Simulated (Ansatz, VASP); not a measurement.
# Two plane-wave programs on SrTiO3

```
CELL_PARAMETERS angstrom
3.93640 0.00000 0.00000
0.00000 3.93640 0.00000
0.00000 0.00000 3.93640
ATOMIC_POSITIONS crystal
Sr 0.00000 0.02694 0.02694
Ti 0.50000 0.50000 0.50000
O 0.00000 0.50000 0.50000
O 0.50000 0.00000 0.50000
O 0.50000 0.50000 0.00000
```

Alike in both runs: task single point; functional PBE; k mesh 8 × 8 × 8; occupations gaussian, width 0.05 eV; no spin polarisation.

```csv
,VASP,Ansatz
version,VASP 6.6.1,Ansatz 0.2.0
potentials or method,"VASP PAW PBE potentials, release 64 (Sr_sv, Ti_sv, O), cutoff 520 eV","scalar-relativistic, plane waves, PAW"
valence electrons in the cell,40,40
```

Ansatz gave:

| Item | Value |
| --- | --- |
| gap on the k mesh at the Fermi level (eV) | 1.83 |
| least direct gap on the mesh (eV) | 2.19 |
| pressure (GPa) | 0.5 |
| traceless stress, the component that is largest in VASP (GPa) | 0.55 |
| rms of the force components (eV/Å) | 0.180 |

What did VASP give for the same quantities?

gap on the k mesh at the Fermi level (eV): 1.80; least direct gap on the mesh (eV): 2.17; pressure (GPa): 1.1; traceless stress, the component that is largest in VASP (GPa): 0.56; rms of the force components (eV/Å): 0.185.

Atom by atom the forces differ by 0.007 eV/Å (rms over components). With one functional, cell and mesh, what is left measures potentials, basis and numerics.
